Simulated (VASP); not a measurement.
# SnO in VASP: further runs, part 3 of 3

VASP 6.6.1.

### 4 Single point, PBE (biaxial xy strain -4.8%)

Contents of INCAR:

```
SYSTEM = SnO
ALGO = Normal
EDIFF = 1E-6
ENCUT = 520
GGA = PE
ISIF = 2
ISMEAR = -1
LASPH = .TRUE.
LCHARG = .FALSE.
LREAL = .FALSE.
LWAVE = .FALSE.
NBANDS = 17
NELM = 100
PREC = Accurate
SIGMA = 0.02
```

Contents of KPOINTS:

```
k-points
0
G
  8 8 8
  0 0 0
```

Contents of POSCAR:

```
SnO
1.0
    0.0000000000      2.4139300532      2.5369732561
    2.4139300532      0.0000000000      2.5369732561
    2.4139300532      2.4139300532      0.0000000000
Sn O
1 1
Direct
    0.0000000000      0.0000000000      0.0000000000
    0.5000000000      0.5000000000      0.5000000000
```

Potentials or basis: VASP PAW PBE potentials, release 64 (Sn_d, O).

Started as:

```console
> cat potpaw_PBE.64/Sn_d/POTCAR potpaw_PBE.64/O/POTCAR > POTCAR
> mpirun -np 1 vasp_std > vasp.out
```

OUTCAR:

```text
SYSTEM = SnO
   EDIFF = 1E-6
   ENCUT = 520
   GGA = PE
   ISIF = 2
   ISMEAR = -1
   LASPH = .TRUE.
   LREAL = .FALSE.
   NELM = 100
   PREC = Accurate

 ion  position               nearest neighbor table
   1  0.000  0.000  0.000-   2 2.41   2 2.41   2 2.41   2 2.41   2 2.54   2 2.54
   2  0.500  0.500  0.500-   1 2.41   1 2.41   1 2.41   1 2.41   1 2.54   1 2.54

  LATTYP: Found a body centered tetragonal cell.
 ALAT       =     3.4138126199
 C/A-ratio  =     1.4862990671

  Lattice vectors:

 A1 = (  -2.4139300532,   0.0000000000,   2.5369732561)
 A2 = (   2.4139300532,   0.0000000000,   2.5369732561)
 A3 = (   0.0000000000,   2.4139300532,  -2.5369732561)

Analysis of symmetry for initial positions (statically):
=====================================================================
 Subroutine PRICEL returns:
 Original cell was already a primitive cell.

 Routine SETGRP: Setting up the symmetry group for a
 body centered tetragonal supercell.

 Subroutine GETGRP returns: Found 16 space group operations
 (whereof 16 operations were pure point group operations)
 out of a pool of 16 trial point group operations.

The static configuration has the point symmetry D_4h.

Analysis of symmetry for dynamics (positions and initial velocities):
=====================================================================
 Subroutine PRICEL returns:
 Original cell was already a primitive cell.

 Routine SETGRP: Setting up the symmetry group for a
 body centered tetragonal supercell.

 Subroutine GETGRP returns: Found 16 space group operations
 (whereof 16 operations were pure point group operations)
 out of a pool of 16 trial point group operations.

The dynamic configuration has the point symmetry D_4h.

 Subroutine INISYM returns: Found 16 space group operations
 (whereof 16 operations are pure point group operations),
 and found     1 'primitive' translations

----------------------------------------------------------------------------------------
[... 106 lines left out ...]
   EMIN   =  10.00;   EMAX   =-10.00  energy-range for DOS
   EFERMI =   0.00;   METHOD = LEGACY
   ISMEAR =    -1;   SIGMA  =   0.02  broadening in eV -4-tet -1-fermi 0-gaus
   EFERMI_NEDOS =   21; number of points for ismear=-14 and -15
   IALGO  =     38    algorithm
   IMIX   =      4    mixing-type and parameters
     AMIX     =   0.40;   BMIX     =  1.00
     AMIX_MAG =   1.60;   BMIX_MAG =  1.00
  volume/ion in A,a.u.               =      14.78        99.76
  Fermi-wavevector in a.u.,A,eV,Ry     =   1.437098  2.715722 28.099445  2.065251
  Thomas-Fermi vector in A             =   2.556213
   LORBIT       =      0    0 simple, 1 ext, 2 COOP (PROOUT), +10 PAW based schemes
   GGA     = PE    functional components
   LHFCALC =     F    Hartree Fock is set to
   AEXX    =    0.0000 exact exchange contribution
   IVDW    =     0    specifies the selected vdW correction
   LEPSILON=     F    determine dielectric tensor
   LRPA    =     F    only Hartree local field effects (RPA)
 non-spin polarized calculation
  energy-cutoff  :      520.00
  volume of cell :       29.57
 maximum number of plane-waves:       809
 NGX is ok and might be reduce to    28
   NGX = 13   NGY = 13   NGZ = 13

 number of electron      20.0000002 magnetization

 Free energy of the ion-electron system (eV)
  ---------------------------------------------------
  ext. energy  EPLUGINS =         0.00000000
  ---------------------------------------------------
  free energy    TOTEN  =       -10.28800941 eV

  energy without entropy =      -10.28800941  energy(sigma->0) =      -10.28800941

 E-fermi :   9.6334     XC(G=0): -11.3677

 val. band max:        9.2450294458   @ k =  -0.2500   0.2500   0.0000
 cond. band min:      10.0409917943   @ k =   0.5000  -0.0000   0.1250
 fundamental gap:      0.7959623485
 Fermi energy:         9.6334384856

 k-point     1 :       0.0000    0.0000    0.0000
  band No.  band energies     occupation
      1     -12.3468      2.00000
      2     -12.3337      2.00000
      3     -12.3337      2.00000
      4     -12.2952      2.00000
      5     -12.2331      2.00000
      6     -10.3116      2.00000
[... 457 lines left out ...]
      4     -12.2706      2.00000
      5     -12.2176      2.00000
      6      -9.5888      2.00000
[... 9 lines left out ...]
     16      23.9752      0.00000
     17      25.8509      0.00000

 [... further k-points ...]
[... 5 lines left out ...]
  --------------------------------------------------------------------------------------
  -------------------------------------------------------------------------------------
  Total        3.3443380      3.3443380      2.0242872      0.0000000     -0.0000000      0.0000000
  in kB      181.2280821    181.2280821    109.6951602      0.0000000     -0.0000000      0.0000000
  external PRESSURE =     157.3837748 kB  Pullay stress =       0.0000000 kB

 VOLUME and BASIS-vectors are now :
 -----------------------------------------------------------------------------
  energy-cutoff  :      520.00
  volume of cell :       29.57
      direct lattice vectors                 reciprocal lattice vectors
     0.000000000  2.413930053  2.536973256    -0.207131105  0.207131105  0.197085247
     2.413930053  0.000000000  2.536973256     0.207131105 -0.207131105  0.197085247
     2.413930053  2.413930053  0.000000000     0.207131105  0.207131105 -0.197085247

 POSITION                                       TOTAL-FORCE (eV/Angst)
 -----------------------------------------------------------------------------------
      0.00000      0.00000      0.00000        -0.000000      0.000000     -0.000000
      2.41393      2.41393      2.53697         0.000000     -0.000000      0.000000
 -----------------------------------------------------------------------------------
    total drift:                                0.000000      0.000000      0.000000

  FREE ENERGIE OF THE ION-ELECTRON SYSTEM (eV)
  ---------------------------------------------------
  free  energy   TOTEN  =       -10.2880094129 eV

  energy  without entropy=      -10.2880094128  energy(sigma->0) =      -10.28800941
```

OSZICAR:

```text
N       E                     dE             d eps       ncg     rms          rms(c)
DAV:   1     0.150539289889E+03    0.15054E+03   -0.10200E+04  2087   0.183E+03
DAV:   2     0.107166652149E+01   -0.14947E+03   -0.14216E+03  2230   0.400E+02
DAV:   3    -0.117385879768E+02   -0.12810E+02   -0.12732E+02  2266   0.104E+02
DAV:   4    -0.119961016306E+02   -0.25751E+00   -0.25739E+00  2563   0.153E+01
DAV:   5    -0.120021711794E+02   -0.60695E-02   -0.60691E-02  2486   0.226E+00    0.797E+00
DAV:   6    -0.104770235033E+02    0.15251E+01   -0.10662E+01  2499   0.363E+01    0.429E+00
DAV:   7    -0.103029231964E+02    0.17410E+00   -0.12291E+00  2409   0.738E+00    0.133E+00
DAV:   8    -0.102892851725E+02    0.13638E-01   -0.11997E-01  2194   0.279E+00    0.333E-01
DAV:   9    -0.102878533118E+02    0.14319E-02   -0.85916E-03  3005   0.655E-01    0.993E-02
DAV:  10    -0.102880390406E+02   -0.18573E-03   -0.82617E-04  2512   0.291E-01    0.331E-02
DAV:  11    -0.102880103991E+02    0.28642E-04   -0.10194E-04  3170   0.103E-01    0.145E-02
DAV:  12    -0.102880094129E+02    0.98622E-06   -0.69663E-06  2339   0.215E-02
   1 F= -.10288009E+02 E0= -.10288009E+02  d E =-.644600E-10
```

Run time: 44 s. Hardware: 1 thread of AMD EPYC 7R43 (Zen 3), shared host; peak memory 0.13 GiB.

What came out:

| Item | Value |
| --- | --- |
| Free energy | -10.2880 eV |
| Pressure | 15.7 GPa |
| Band gap on the k mesh | 0.80 eV, indirect (least direct gap 1.10 eV) |

Caveat: the cell differs from its parent crystal (biaxial xy strain -4.8%); spin-orbit coupling is left out, which moves the levels of the heavy elements.

### 5 Overview

| level | cell | gap on the mesh (eV) | pressure (GPa) |
| --- | --- | --- | --- |
| r2SCAN | a = 3.502, b = 3.502, c = 3.414 Å, angles 60.8, 60.8, 58.3°, 2 atoms | 0.88 | 13.6 |
| r2SCAN | a = 3.552 Å, angles 61.8°, 2 atoms | 0.80 | -0.9 |
| PBE | a = 3.502, b = 3.502, c = 3.414 Å, angles 60.8, 60.8, 58.3°, 2 atoms | 0.80 | 15.7 |

Alike in all rows: task single point; potentials or basis VASP PAW PBE potentials, release 64 (Sn_d, O); no spin polarisation; k mesh 8 × 8 × 8; cutoff (eV) 520; smearing fermi-dirac 0.02 eV.

Caveats: spin-orbit coupling is left out, which moves the levels of the heavy elements; the PAW data sets were made with another functional, which shifts forces and pressure a little (some runs).

Absolute energies hang on the potentials; compare differences alone.
